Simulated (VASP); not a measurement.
A run of VASP 6.6.1 is set up as follows.

POSCAR

```
Li2Se
1.0
    0.0000000000      2.9935210574      2.9935210574
    2.9935210574      0.0000000000      2.9935210574
    2.9935210574      2.9935210574      0.0000000000
Se Li
1 2
Direct
    0.0000000000      0.0000000000      0.0000000000
    0.2500000000      0.2500000000      0.2500000000
    0.7500000000      0.7500000000      0.7500000000
```

File INCAR.step1:

```
PREC     = Accurate       # precision mode
ENCUT    = 830            # plane-wave cutoff, eV
ISMEAR   = 0              # smearing method
SIGMA    = 0.01           # smearing width, eV
LREAL    = F              # projectors in reciprocal space
LASPH    = T              # aspherical terms in the spheres
NELM     = 120            # most SCF steps
NBANDS   = 13             # bands
GGA      = PE             # functional
ALGO     = Normal         # electronic algorithm
EDIFF    = 1E-5           # SCF threshold, eV
LWAVE    = T              # write WAVECAR
LCHARG   = F              # write CHGCAR
GGA_COMPAT= F
```

The input INCAR.step2:

```
PREC     = Accurate       # precision mode
ENCUT    = 830            # plane-wave cutoff, eV
EDIFF    = 1E-6           # SCF threshold, eV
ISMEAR   = 0              # smearing method
SIGMA    = 0.01           # smearing width, eV
LREAL    = F              # projectors in reciprocal space
LASPH    = T              # aspherical terms in the spheres
NELM     = 120            # most SCF steps
ALGO     = Normal         # electronic algorithm
ISIF     = 2              # what is computed and relaxed
LWAVE    = F              # write WAVECAR
LCHARG   = F              # write CHGCAR
METAGGA  = R2SCAN         # meta-GGA
LMIXTAU  = T            
NBANDS   = 13             # bands
ISTART   = 1            
GGA_COMPAT= F
```

Contents of KPOINTS:

```
regular mesh
0
Gamma
  8 8 8
```

Potentials or basis: VASP PAW PBE potentials, release 64 (Se, Li_sv).

The run is started by

```bash
$ cat potpaw_PBE.64/Se/POTCAR potpaw_PBE.64/Li_sv/POTCAR > POTCAR
$ cp INCAR.step1 INCAR
$ mpirun -np 1 vasp_std > vasp.out
$ cp INCAR.step2 INCAR
$ mpirun -np 1 vasp_std > vasp.out
```

Q: Estimate the pressure.

A: -0.2 GPa.

Q: What does it give for the band gap on the k mesh?

A: 3.46 eV (least direct gap 4.18 eV).

Caveat: the PAW data sets were made with another functional, which shifts forces and pressure a little. A k mesh can miss the band edges.
